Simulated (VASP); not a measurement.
Wanted: the native input for a VASP 6.6.1 run.

* Task: single point
* Functional: r2SCAN
* Potentials or basis: VASP PAW PBE potentials, release 64 (Bi_d)
* Cutoff: 550 eV
* k mesh: 7 × 7 × 7, shifted
* Occupations: fermi-dirac, width 0.05 eV
* Spin: no spin polarisation
* Dipole correction: no
* Further INCAR settings: ALGO = Normal; EDIFF = 1e-06; NBANDS = 22

Bi:

```
CELL_PARAMETERS angstrom
2.26750 1.30914 3.93800
-2.26750 1.30914 3.93800
0.00000 -2.61828 3.93800
ATOMIC_POSITIONS crystal
Bi 0.23400 0.23400 0.23400
Bi 0.76600 0.76600 0.76600
```

The input as run:

POSCAR

```
Bi
1.0
    2.2675000000      1.3091417400      3.9380000000
   -2.2675000000      1.3091417400      3.9380000000
    0.0000000000     -2.6182834700      3.9380000000
Bi
2
Direct
    0.2340000000      0.2340000000      0.2340000000
    0.7660000000      0.7660000000      0.7660000000
```

INCAR.step1

```
PREC     = Accurate       # precision mode
ENCUT    = 550            # plane-wave cutoff, eV
ISMEAR   = -1             # smearing method
SIGMA    = 0.05           # smearing width, eV
LREAL    = False          # projectors in reciprocal space
LASPH    = True           # aspherical terms in the spheres
NELM     = 120            # most SCF steps
NBANDS   = 22             # bands
GGA      = PE             # functional
ALGO     = Normal         # electronic algorithm
EDIFF    = 1E-5           # SCF threshold, eV
LWAVE    = True           # write WAVECAR
LCHARG   = False          # write CHGCAR
GGA_COMPAT= False
```

INCAR.step2

```
PREC     = Accurate       # precision mode
ENCUT    = 550            # plane-wave cutoff, eV
EDIFF    = 1E-6           # SCF threshold, eV
ISMEAR   = -1             # smearing method
SIGMA    = 0.05           # smearing width, eV
LREAL    = False          # projectors in reciprocal space
LASPH    = True           # aspherical terms in the spheres
NELM     = 120            # most SCF steps
ALGO     = Normal         # electronic algorithm
ISIF     = 2              # what is computed and relaxed
LWAVE    = False          # write WAVECAR
LCHARG   = True           # write CHGCAR
METAGGA  = R2SCAN         # meta-GGA
LMIXTAU  = True         
LELF     = True           # ELF
LVHAR    = True         
NBANDS   = 22             # bands
ISTART   = 1            
GGA_COMPAT= False
```

KPOINTS

```
Automatic mesh
0
Gamma
  7 7 7
  0.5 0.5 0.5
```

Potentials or basis: VASP PAW PBE potentials, release 64 (Bi_d).

Run with:

```sh
$ cat potpaw_PBE.64/Bi_d/POTCAR > POTCAR
$ cp INCAR.step1 INCAR
$ mpirun -np 1 vasp_std > vasp.out
$ cp INCAR.step2 INCAR
$ mpirun -np 1 vasp_std > vasp.out
```

Results of the run:

```
Pressure      : 1.3 GPa
Largest force : 0.015 eV/Å
```

Caveat: the PAW data sets were made with another functional, which shifts forces and pressure a little.

It took 5.8 min on 1 thread of Intel Xeon 8259CL, on a shared host, peak memory 0.25 GiB.
